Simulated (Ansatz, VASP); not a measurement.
**One calculation of BiTe, two programs**

INCAR

```
PREC     = Accurate       # precision mode
ENCUT    = 520            # plane-wave cutoff, eV
EDIFF    = 1E-6           # SCF threshold, eV
ISMEAR   = 0              # smearing method
SIGMA    = 0.15           # smearing width, eV
LREAL    = F              # projectors in reciprocal space
LASPH    = T              # aspherical terms in the spheres
NELM     = 80             # most SCF steps
ALGO     = Normal         # electronic algorithm
ISIF     = 2              # what is computed and relaxed
LWAVE    = F              # write WAVECAR
LCHARG   = F              # write CHGCAR
GGA      = PE             # functional
NBANDS   = 18             # bands
```

The input KPOINTS:

```
regular mesh
0
Gamma
  16 16 16
```

The input POSCAR:

```
BiTe
1.0
    0.0000000000      3.3487299857      3.2999620733
    3.3487299857      0.0000000000      3.2999620733
    3.3487299857      3.3487299857      0.0000000000
Bi Te
1 1
Direct
    0.0000000000      0.0000000000      0.0000000000
    0.5000000000      0.5000000000      0.5000000000
```

Input for Ansatz:

```yaml
crystal:
  lattice:
    - [0.0, 3.3487299857, 3.2999620733]
    - [3.3487299857, 0.0, 3.2999620733]
    - [3.3487299857, 3.3487299857, 0.0]
  atoms:
    - { symbol: Bi, position: [0.0, 0.0, 0.0] }
    - { symbol: Te, position: [0.5, 0.5, 0.5] }
basis:
  ecutwfc: 420
kpoints:
  mp_grid: { grid: [16, 16, 16] }
hamiltonian:
  xc: pbe
scf:
  occupations: { method: gaussian, width: 0.15 }
output:
  forces: true
  stress: true
  eigenvalues: true
```

Change from the starting cell: strain +0.030 along x and y, +0.015 along z, atoms carried along.

Alike in both runs: task single point; functional PBE; k mesh 16 × 16 × 16; occupations gaussian, width 0.15 eV; no spin polarisation.

|  | VASP | Ansatz |
| --- | --- | --- |
| version | VASP 6.6.1 | Ansatz 0.2.0 |
| potentials or method | VASP PAW PBE potentials, release 64 (Bi_d, Te), cutoff 520 eV | scalar-relativistic, plane waves, PAW |
| valence electrons in the cell | 21 | 31 |

|  | VASP | Ansatz | Ansatz less VASP |
| --- | --- | --- | --- |
| gap on the k mesh at the Fermi level (eV) | none | none | - |
| pressure (GPa) | -2.9 | -2.9 | +0.07 |
| traceless stress, the component that is largest in VASP (GPa) | 0.55 | 0.55 | +0.001 |

A gap of «none» marks a metal or a gap that the smearing closes. The functional is the same, so the differences come from potentials, cutoffs and numerics. VASP's potentials hold 21 valence electrons a cell and Ansatz's 31, so a difference there can come from the potentials and not from the codes.

Spin-orbit coupling is off throughout.
